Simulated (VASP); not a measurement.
# HoTeI (P-6m2) in VASP: a series of runs

HoTeI is run at these levels: PBE; tasks: single point.

Program: VASP 6.6.1. These are calculated values, not measurements. Logs are shortened: lines on timing, memory, paths and dates and some standing lists are left out, and cuts for length are marked.

### Step 1. The cell of the first run

Symmetry: P-6m2, No. 187, hexagonal system. Conventional cell: a = 5.572 Å, b = 5.572 Å, c = 3.427 Å, α = 90.00°, β = 90.00°, γ = 120.00°. Ho (site symmetry -6m2) has 2 Ho at 3.43 Å and 6 Te at 3.64 Å and 6 I at 3.64 Å within 4.5 Å. Within 4.2 Å of Te (site symmetry -6m2) lie 3 I at 3.22 Å and 2 Te at 3.43 Å and 6 Ho at 3.64 Å. Within 4.2 Å of I (site symmetry -6m2) lie 3 Te at 3.22 Å and 2 I at 3.43 Å and 6 Ho at 3.64 Å.

The cell was generated, and may not be a known phase.

### Step 2. Single point, PBE

INCAR reads:

```
SYSTEM = HoTeI
PREC     = Accurate       ! precision mode
ENCUT    = 500            ! plane-wave cutoff, eV
EDIFF    = 1E-6           ! SCF threshold, eV
ISMEAR   = 0              ! smearing method
SIGMA    = 0.1            ! smearing width, eV
LREAL    = .FALSE.        ! projectors in reciprocal space
LASPH    = .TRUE.         ! aspherical terms in the spheres
NELM     = 200            ! most SCF steps
ALGO     = Normal         ! electronic algorithm
ISIF     = 2              ! what is computed and relaxed
LWAVE    = .FALSE.        ! write WAVECAR
LCHARG   = .FALSE.        ! write CHGCAR
GGA      = PE             ! functional
NBANDS   = 18             ! bands
GGA_COMPAT= .FALSE.      
LMAXMIX  = 6              ! l up to which the mixer works
```

KPOINTS reads:

```
Automatic mesh
0
G
  6 6 4
  0 0 0
```

POSCAR reads:

```
HoTeI
1.0
    5.5720645896      0.0000000034      0.0000000000
   -2.7860322977      4.8255494844      0.0000000000
    0.0000000000      0.0000000000      3.4268548033
Ho Te I
1 1 1
Direct
    0.6666666667      0.3333333333      0.0000000000
    0.0000000000      0.0000000000      0.5000000000
    0.3333333333      0.6666666667      0.5000000000
```

Potentials or basis: VASP PAW PBE potentials, release 64 (Ho_3, Te, I), 4f in core.

Started as:

```console
$ cat potpaw_PBE.64/Ho_3/POTCAR potpaw_PBE.64/Te/POTCAR potpaw_PBE.64/I/POTCAR > POTCAR
$ mpirun -np 1 vasp_std > vasp.out
```

OUTCAR:

```text
SYSTEM = HoTeI
   PREC = Accurate
   ENCUT = 500
   EDIFF = 1E-6
   ISMEAR = 0
   LREAL = .FALSE.
   LASPH = .TRUE.
   NELM = 200
   ISIF = 2
   GGA = PE

 ion  position               nearest neighbor table
   1  0.667  0.333  0.000-   2 3.64   2 3.64   3 3.64   3 3.64   3 3.64   3 3.64   2 3.64   2 3.64
                             2 3.64   2 3.64   3 3.64   3 3.64
   2  0.000  0.000  0.500-   3 3.22   3 3.22   3 3.22   1 3.64   1 3.64   1 3.64   1 3.64   1 3.64
                             1 3.64
   3  0.333  0.667  0.500-   2 3.22   2 3.22   2 3.22   1 3.64   1 3.64   1 3.64   1 3.64   1 3.64
                             1 3.64

  LATTYP: Found a hexagonal cell.
 ALAT       =     5.5720645896
 C/A-ratio  =     0.6150062958

  Lattice vectors:

 A1 = (   5.5720645896,   0.0000000034,   0.0000000000)
 A2 = (  -2.7860322977,   4.8255494844,   0.0000000000)
 A3 = (   0.0000000000,   0.0000000000,   3.4268548033)

Analysis of symmetry for initial positions (statically):
=====================================================================
 Subroutine PRICEL returns:
 Original cell was already a primitive cell.

 Routine SETGRP: Setting up the symmetry group for a
 hexagonal supercell.

 Subroutine GETGRP returns: Found 12 space group operations
 (whereof 12 operations were pure point group operations)
 out of a pool of 24 trial point group operations.

The static configuration has the point symmetry D_3h.

Analysis of symmetry for dynamics (positions and initial velocities):
=====================================================================
 Subroutine PRICEL returns:
 Original cell was already a primitive cell.

 Routine SETGRP: Setting up the symmetry group for a
 hexagonal supercell.

 Subroutine GETGRP returns: Found 12 space group operations
 (whereof 12 operations were pure point group operations)
 out of a pool of 24 trial point group operations.

The dynamic configuration has the point symmetry D_3h.

 Subroutine INISYM returns: Found 12 space group operations
 (whereof 12 operations are pure point group operations),
 and found     1 'primitive' translations

----------------------------------------------------------------------------------------

                                     Primitive cell

  volume of cell :      92.1422

  direct lattice vectors                    reciprocal lattice vectors
     5.572064590  0.000000003  0.000000000     0.179466692  0.103615143  0.000000000
    -2.786032298  4.825549484  0.000000000    -0.000000000  0.207230286  0.000000000
     0.000000000  0.000000000  3.426854803     0.000000000  0.000000000  0.291812772

  length of vectors
     5.572064590  5.572064590  3.426854803     0.207230286  0.207230286  0.291812772

  position of ions in fractional coordinates (direct lattice)
     0.666666667  0.333333333  0.000000000
     0.000000000  0.000000000  0.500000000
     0.333333333  0.666666667  0.500000000

  ion indices of the primitive-cell ions
   primitive index   ion index
                 1           1
                 2           2
                 3           3

----------------------------------------------------------------------------------------

 KPOINTS: Automatic mesh

Automatic generation of k-mesh.
 Grid dimensions read from file:
 generate k-points for:    6    6    4

 Generating k-lattice:

  Cartesian coordinates                     Fractional coordinates (reciprocal lattice)
     0.029911115  0.017269191  0.000000000     0.166666667 -0.000000000  0.000000000
    -0.000000000  0.034538381  0.000000000     0.000000000  0.166666667  0.000000000
     0.000000000  0.000000000  0.072953193     0.000000000  0.000000000  0.250000000

  Length of vectors
     0.034538381  0.034538381  0.072953193

  Shift w.r.t. Gamma in fractional coordinates (k-lattice)
     0.000000000  0.000000000  0.000000000

 Subroutine IBZKPT returns following result:
 ===========================================

 Found     21 irreducible k-points:

 Following reciprocal coordinates:
            Coordinates               Weight
  0.000000  0.000000  0.000000      1.000000
  0.166667 -0.000000  0.000000      6.000000
  0.333333 -0.000000  0.000000      6.000000
  0.500000  0.000000  0.000000      3.000000
  0.166667  0.166667  0.000000      6.000000
  0.333333  0.166667  0.000000     12.000000
[... 13 lines left out ...]
  0.333333  0.166667  0.500000     12.000000
  0.333333  0.333333  0.500000      2.000000
   k-points           NKPTS =     21   k-points in BZ     NKDIM =     21   number of bands    NBANDS=     18
   number of dos      NEDOS =    301   number of ions     NIONS =      3
   total plane-waves  NPLWV =  49392
   dimension x,y,z NGX =    42 NGY =   42 NGZ =   28
   dimension x,y,z NGXF=    84 NGYF=   84 NGZF=   56
   ions per type =               1   1   1
   NGX,Y,Z   is equivalent  to a cutoff of  12.53, 12.53, 13.58 a.u.
   NGXF,Y,Z  is equivalent  to a cutoff of  25.06, 25.06, 27.17 a.u.
 SYSTEM =  HoTeI
   PREC   = accura    normal or accurate (medium, high low for compatibility)
   ISTART =      0    job   : 0-new  1-cont  2-samecut
   ICHARG =      2    charge: 1-file 2-atom 10-const
   ISPIN  =      1    spin polarized calculation?
   LNONCOLLINEAR =      F non collinear calculations
   LSORBIT =      F    spin-orbit coupling
   LASPH  =      T    aspherical Exc in radial PAW
   ENCUT  =  500.0 eV  36.75 Ry    6.06 a.u.  10.16 10.16  6.25*2*pi/ulx,y,z
   NELM   =    200;   NELMIN=  2; NELMDL= -5     # of ELM steps
   EDIFF  = 0.1E-05   stopping-criterion for ELM
   LREAL  =      F    real-space projection
   EDIFFG = 0.1E-04   stopping-criterion for IOM
   NSW    =      0    number of steps for IOM
   IBRION =     -1    ionic relax: 0-MD 1-quasi-New 2-CG
   NFREE  =      0    steps in history (QN), initial steepest desc. (CG)
   ISIF   =      2    stress and relaxation
   ISYM   =      2    0-nonsym 1-usesym 2-fastsym
   POTIM  = 0.5000    time-step for ionic-motion
   TEBEG  =    0.0;   TEEND  =   0.0 temperature during run
   PSTRESS=    0.0 pullay stress
   NELECT =      22.0000    total number of electrons
   NUPDOWN=      -1.0000    fix difference up-down
   EMIN   =  10.00;   EMAX   =-10.00  energy-range for DOS
   EFERMI =   0.00;   METHOD = LEGACY
   ISMEAR =     0;   SIGMA  =   0.10  broadening in eV -4-tet -1-fermi 0-gaus
   EFERMI_NEDOS =   21; number of points for ismear=-14 and -15
   IALGO  =     38    algorithm
   IMIX   =      4    mixing-type and parameters
     AMIX     =   0.40;   BMIX     =  1.00
     AMIX_MAG =   1.60;   BMIX_MAG =  1.00
  volume/ion in A,a.u.               =      30.71       207.27
  Fermi-wavevector in a.u.,A,eV,Ry     =   1.015616  1.919236 14.034080  1.031476
  Thomas-Fermi vector in A             =   2.148912
   LORBIT       =      0    0 simple, 1 ext, 2 COOP (PROOUT), +10 PAW based schemes
   GGA     = PE    functional components
   LHFCALC =     F    Hartree Fock is set to
   AEXX    =    0.0000 exact exchange contribution
   IVDW    =     0    specifies the selected vdW correction
   LEPSILON=     F    determine dielectric tensor
   LRPA    =     F    only Hartree local field effects (RPA)
 non-spin polarized calculation
 Gauss-broadening in eV      SIGMA  =   0.10
  energy-cutoff  :      500.00
  volume of cell :       92.14
 maximum number of plane-waves:      2360
 NGX is ok and might be reduce to    42
   NGX = 21   NGY = 21   NGZ = 13

 number of electron      22.0000001 magnetization

 Free energy of the ion-electron system (eV)
  ---------------------------------------------------
  ext. energy  EPLUGINS =         0.00000000
  ---------------------------------------------------
  free energy    TOTEN  =       -10.09294408 eV

  energy without entropy =      -10.08657195  energy(sigma->0) =      -10.08975802

 E-fermi :   6.5525     XC(G=0):  -9.7415

 val. band max:        6.5084616080   @ k =   0.3333   0.3333   0.2500
 cond. band min:       6.5681000847   @ k =   0.5000   0.0000   0.5000
 fundamental gap:      0.0596384767
 Fermi energy:         6.5525000767

 k-point     1 :       0.0000    0.0000    0.0000
  band No.  band energies     occupation
      1     -19.2016      2.00000
      2     -19.2016      2.00000
      3     -18.8508      2.00000
      4      -8.1586      2.00000
      5      -4.8504      2.00000
      6       0.8818      2.00000
[... 10 lines left out ...]
     17       9.3508      0.00000
     18      12.2534      0.00000

 k-point     2 :       0.1667   -0.0000    0.0000
  band No.  band energies     occupation
      1     -19.2029      2.00000
      2     -19.2019      2.00000
      3     -18.8508      2.00000
      4      -8.0781      2.00000
      5      -5.0383      2.00000
      6       0.8177      2.00000
[... 10 lines left out ...]
     17       9.5020      0.00000
     18      11.7012      0.00000

 k-point     3 :       0.3333   -0.0000    0.0000
  band No.  band energies     occupation
      1     -19.2056      2.00000
      2     -19.2024      2.00000
      3     -18.8506      2.00000
      4      -7.8963      2.00000
      5      -5.3991      2.00000
      6       0.7040      2.00000
[... 10 lines left out ...]
     17       9.8966      0.00000
     18      11.0821      0.00000

 k-point     4 :       0.5000    0.0000    0.0000
  band No.  band energies     occupation
      1     -19.2069      2.00000
      2     -19.2027      2.00000
      3     -18.8506      2.00000
      4      -7.7909      2.00000
      5      -5.5802      2.00000
      6       0.6528      2.00000
[... 312 lines left out ...]
      4      -6.9954      2.00000
      5      -4.0978      2.00000
      6       0.3779      2.00000
[... 10 lines left out ...]
     17       9.8191      0.00000
     18      10.5202      0.00000

 k-point    20 :       0.3333    0.1667    0.5000
  band No.  band energies     occupation
      1     -19.2587      2.00000
      2     -19.1591      2.00000
      3     -19.1577      2.00000
      4      -6.8938      2.00000
      5      -4.3721      2.00000
      6       0.7177      2.00000
[... 10 lines left out ...]
     17       9.7422      0.00000
     18      10.0041      0.00000

 k-point    21 :       0.3333    0.3333    0.5000
  band No.  band energies     occupation
      1     -19.2585      2.00000
      2     -19.1586      2.00000
      3     -19.1586      2.00000
      4      -6.8547      2.00000
      5      -4.4705      2.00000
      6       0.8396      2.00000
[... 10 lines left out ...]
     17       9.3891      0.00000
     18      11.2428      0.00000

------------------------ aborting loop because EDIFF is reached ----------------------------------------

  FORCE on cell =-STRESS in cart. coord.  units (eV):
  Direction    XX          YY          ZZ          XY          YZ          ZX
  --------------------------------------------------------------------------------------
  -------------------------------------------------------------------------------------
  Total        0.1511735      0.1511735     -0.0947519      0.0000000     -0.0000000      0.0000000
  in kB        2.6286196      2.6286196     -1.6475543      0.0000000     -0.0000000      0.0000000
  external PRESSURE =       1.2032283 kB  Pullay stress =       0.0000000 kB

 VOLUME and BASIS-vectors are now :
 -----------------------------------------------------------------------------
  energy-cutoff  :      500.00
  volume of cell :       92.14
      direct lattice vectors                 reciprocal lattice vectors
     5.572064590  0.000000003  0.000000000     0.179466692  0.103615143  0.000000000
    -2.786032298  4.825549484  0.000000000    -0.000000000  0.207230286  0.000000000
     0.000000000  0.000000000  3.426854803     0.000000000  0.000000000  0.291812772

 POSITION                                       TOTAL-FORCE (eV/Angst)
 -----------------------------------------------------------------------------------
      2.78603      1.60852      0.00000        -0.000000      0.000000      0.000000
      0.00000      0.00000      1.71343         0.000000      0.000000      0.000000
     -0.00000      3.21703      1.71343         0.000000     -0.000000      0.000000
 -----------------------------------------------------------------------------------
    total drift:                                0.000000     -0.000000      0.000000

  FREE ENERGIE OF THE ION-ELECTRON SYSTEM (eV)
  ---------------------------------------------------
  free  energy   TOTEN  =       -10.0929440802 eV

  energy  without entropy=      -10.0865719540  energy(sigma->0) =      -10.08975802
```

Run time: 18 s. Hardware: 1 thread of AMD EPYC 9R45 (Zen 5), shared host; peak memory 0.2 GiB.

Results:

- Free energy: -10.0929 eV
- Pressure: 0.1 GPa
- Band gap on the k mesh: zero (bands 11 and 12 overlap by 0.32 eV)

Caveat: the k points lie up to 0.46 Å⁻¹ apart; spin-orbit coupling is left out, which moves the levels of the heavy elements; the 4f electrons are frozen in the core, so they carry no moment and show no levels; the run has no spin polarisation, though such a crystal can be magnetic.

### Step 3. Single point, PBE

This run uses another cell than the first one, of 34.66 Å³/atom.

INCAR reads:

```
SYSTEM = HoTeI
ALGO     = Normal         ! electronic algorithm
EDIFF    = 1E-6           ! SCF threshold, eV
ENCUT    = 500            ! plane-wave cutoff, eV
GGA      = PE             ! functional
GGA_COMPAT= .False.      
ISIF     = 2              ! what is computed and relaxed
ISMEAR   = 0              ! smearing method
LASPH    = .True.         ! aspherical terms in the spheres
LCHARG   = .True.         ! write CHGCAR
LELF     = .True.         ! ELF
LMAXMIX  = 6              ! l up to which the mixer works
LREAL    = .False.        ! projectors in reciprocal space
LVHAR    = .True.       
LWAVE    = .False.        ! write WAVECAR
NBANDS   = 18             ! bands
NELM     = 200            ! most SCF steps
PREC     = Accurate       ! precision mode
SIGMA    = 0.1            ! smearing width, eV
```

KPOINTS reads:

```
k-points
0
Gamma
  6 6 4
  0 0 0
```

POSCAR reads:

```
HoTeI
1.0
    4.7765869700      0.0000000000      0.0000000000
   -2.3882934900      4.1366456600      0.0000000000
    0.0000000000      0.0000000000      5.2623301800
Ho Te I
1 1 1
Direct
    0.6666666700      0.3333333300      0.0000000000
    0.0000000000      0.0000000000      0.5000000000
    0.3333333300      0.6666666700      0.5000000000
```

Potentials or basis: VASP PAW PBE potentials, release 64 (Ho_3, Te, I), 4f in core.

Started as:

```console
$ cat potpaw_PBE.64/Ho_3/POTCAR potpaw_PBE.64/Te/POTCAR potpaw_PBE.64/I/POTCAR > POTCAR
$ mpirun -np 1 vasp_std > vasp.out
```

Wall time 23 s (1 thread of AMD EPYC 9R45 (Zen 5), shared host); peak memory 0.21 GiB.

It converged, with:

* Free energy: -6.6227 eV
* Pressure: 7.3 GPa
* Band gap on the k mesh: zero (bands 11 and 12 overlap by 1.57 eV)

Stress tensor (GPa, compression positive):
```
14.44  0.00  0.00
 0.00 14.44  0.00
 0.00  0.00 -7.08
```

Levels at points of the mesh, in eV from the Fermi level:
```tsv
k point	band 9	band 10	band 11	band 12	band 13	band 14
(0.00, 0.00, 0.00)	-2.25	-1.62	-1.62	-0.69	-0.01	0.93
(0.50, 0.00, 0.00)	-2.77	-0.61	0.36	0.46	0.79	0.87
(0.00, 0.00, 0.50)	-2.09	-2.09	-1.31	0.24	0.24	0.36
(0.50, 0.00, 0.50)	-3.88	0.29	0.32	1.24	1.26	1.29
```

Caveat: the stress differs along the axes, from -7 to 14 GPa; spin-orbit coupling is left out, which moves the levels of the heavy elements; the 4f electrons are frozen in the core, so they carry no moment and show no levels; the run has no spin polarisation, though such a crystal can be magnetic.

### Step 4. Single point, PBE

This run uses another cell than the first one, of 31.15 Å³/atom.

INCAR reads:

```
SYSTEM = HoTeI
PREC     = Accurate       ! precision mode
ENCUT    = 500            ! plane-wave cutoff, eV
EDIFF    = 1E-6           ! SCF threshold, eV
ISMEAR   = 0              ! smearing method
SIGMA    = 0.1            ! smearing width, eV
LREAL    = .False.        ! projectors in reciprocal space
LASPH    = .True.         ! aspherical terms in the spheres
NELM     = 200            ! most SCF steps
ALGO     = Normal         ! electronic algorithm
ISIF     = 2              ! what is computed and relaxed
LWAVE    = .False.        ! write WAVECAR
LCHARG   = .True.         ! write CHGCAR
GGA      = PE             ! functional
LELF     = .True.         ! ELF
LVHAR    = .True.       
NBANDS   = 18             ! bands
GGA_COMPAT= .False.      
LMAXMIX  = 6              ! l up to which the mixer works
```

KPOINTS reads:

```
Automatic mesh
0
Gamma
  6 6 6
  0 0 0
```

POSCAR reads:

```
HoTeI
1.0
    5.5574440495      0.0000000000      0.0000000000
   -2.7787220248      4.8128877270      0.0000000000
    0.0000000000      0.0000000000      3.4933955867
Ho Te I
1 1 1
Direct
    0.6666666667      0.3333333333      0.0000000000
    0.0000000000      0.0000000000      0.5000000000
    0.3333333333      0.6666666667      0.5000000000
```

Started as:

```console
$ cat potpaw_PBE.64/Ho_3/POTCAR potpaw_PBE.64/Te/POTCAR potpaw_PBE.64/I/POTCAR > POTCAR
$ mpirun -np 1 vasp_std > vasp.out
```

Wall time 29 s (1 thread of AMD EPYC 9R45 (Zen 5), shared host); peak memory 0.21 GiB.

The run converged. Its results:

```
Free energy            : -10.0110 eV
Pressure               : 0.0 GPa
Band gap on the k mesh : zero (bands 11 and 12 overlap by 0.58 eV)
```

Stress tensor (GPa, compression positive):
```
 0.07  0.00  0.00
 0.00  0.07  0.00
 0.00  0.00 -0.06
```

Levels at points of the mesh, in eV from the Fermi level:
```
           k point  band 7  band 8  band 9  band 10  band 11  band 12  band 13  band 14  band 15  band 16
(0.00, 0.00, 0.00)   -5.46   -2.30   -2.30    -1.69    -1.45     1.10     1.34     2.70     2.70     2.84
(0.50, 0.00, 0.00)   -5.37   -1.74   -1.40    -1.33    -0.68     0.65     1.31     2.52     2.75     3.20
(0.00, 0.00, 0.50)   -4.33   -4.33   -3.35    -2.35    -2.35     0.38     0.38     2.87     3.14     3.14
(0.50, 0.00, 0.50)   -5.08   -4.44   -3.75    -1.04     0.21     0.32     1.41     1.44     1.53     2.14
```

Caveat: spin-orbit coupling is left out, which moves the levels of the heavy elements; the 4f electrons are frozen in the core, so they carry no moment and show no levels; the run has no spin polarisation, though such a crystal can be magnetic. Spin polarisation is off, so any magnetic state and its effect on volume and gap are missing.

### Step 5. Summary

| cell | k mesh | gap on the mesh (eV) | pressure (GPa) |
| --- | --- | --- | --- |
| a = 5.572, b = 5.572, c = 3.427 Å, angles 90.0, 90.0, 120.0°, 3 atoms | 6 × 6 × 4 | none | 0.1 |
| a = 4.777, b = 4.777, c = 5.262 Å, angles 90.0, 90.0, 120.0°, 3 atoms | 6 × 6 × 4 | none | 7.3 |
| a = 5.557, b = 5.557, c = 3.493 Å, angles 90.0, 90.0, 120.0°, 3 atoms | 6 × 6 × 6 | none | 0.0 |

Alike in all rows: task single point; level PBE; potentials or basis VASP PAW PBE potentials, release 64 (Ho_3, Te, I), 4f in core; no spin polarisation; cutoff (eV) 500; smearing gaussian 0.1 eV.

Caveats: some runs use coarse meshes; spin-orbit coupling is left out, which moves the levels of the heavy elements; the 4f electrons are frozen in the core, so they carry no moment and show no levels; the run has no spin polarisation, though such a crystal can be magnetic; the stress differs along the axes, from -7 to 14 GPa (at least some runs).

Total energies depend on the potentials used, so only differences within one code and one set of settings carry meaning.

The gap in the log of VASP goes by the Fermi energy; the results here count the filled bands.